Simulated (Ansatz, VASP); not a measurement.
# Al3GaN4: VASP beside Ansatz

INCAR

```
PREC = Accurate
ENCUT = 520
EDIFF = 1E-6
ISMEAR = 0
SIGMA = 0.02
LREAL = False
LASPH = True
NELM = 60
ALGO = Normal
ISIF = 2
LWAVE = False
LCHARG = False
GGA = PS
IBRION = 2
NSW = 60
EDIFFG = -0.008
```

Contents of KPOINTS:

```
regular mesh
0
Gamma
  6 6 6
```

POSCAR

```
Al3GaN4
1.0
    4.2747850003      0.0000000000      0.0000000000
    0.0000000000      4.2747850003      0.0000000000
    0.0000000000      0.0000000000      4.2747850003
Al Ga N
3 1 4
Direct
    0.5000000000      0.5000000000      0.0000000000
    0.5000000000      0.0000000000      0.5000000000
    0.0000000000      0.5000000000      0.5000000000
    0.0000000000      0.0000000000      0.0000000000
    0.7447077177      0.7447077177      0.2552922823
    0.7447077177      0.2552922823      0.7447077177
    0.2552922823      0.7447077177      0.7447077177
    0.2552922823      0.2552922823      0.2552922823
```

Input for Ansatz:

```yaml
crystal:
  lattice:
    - [4.2747850003, 0.0, 0.0]
    - [0.0, 4.2747850003, 0.0]
    - [0.0, 0.0, 4.2747850003]
  atoms:
    - { symbol: Al, position: [0.5, 0.5, 0.0] }
    - { symbol: Al, position: [0.5, 0.0, 0.5] }
    - { symbol: Al, position: [0.0, 0.5, 0.5] }
    - { symbol: Ga, position: [0.0, 0.0, 0.0] }
    - { symbol: "N", position: [0.7447077177, 0.7447077177, 0.2552922823] }
    - { symbol: "N", position: [0.7447077177, 0.2552922823, 0.7447077177] }
    - { symbol: "N", position: [0.2552922823, 0.7447077177, 0.7447077177] }
    - { symbol: "N", position: [0.2552922823, 0.2552922823, 0.2552922823] }
basis:
  ecutwfc: 420
kpoints:
  mp_grid: { grid: [6, 6, 6] }
hamiltonian:
  xc: pbesol
scf:
  occupations: { method: gaussian, width: 0.02 }
output:
  forces: true
  stress: true
  eigenvalues: true
relax:
  adjacent_minimum: "off"
  f_tol: 0.008
  max_steps: 40
```

Change from the starting cell: equal strain along all axes, cell held, atoms relaxed: -3.0 %.

Alike in both runs: task relaxation of the atoms; functional PBEsol; k mesh 6 × 6 × 6; occupations gaussian, width 0.02 eV; no spin polarisation.

|  | VASP | Ansatz |
| --- | --- | --- |
| version | VASP 6.6.1 | Ansatz 0.2.0 |
| potentials or method | VASP PAW PBE potentials, release 64 (Al, Ga_d, N), cutoff 520 eV | scalar-relativistic, plane waves, PAW |
| valence electrons in the cell | 42 | 42 |

```csv
,VASP,Ansatz,Ansatz less VASP
"gap on the k mesh at the Fermi level, each at its own relaxed structure (eV)",3.37,3.38,+0.007
```

VASP's potentials were made for PBE, not for PBEsol. Ansatz's warnings: stress scf threshold loose.
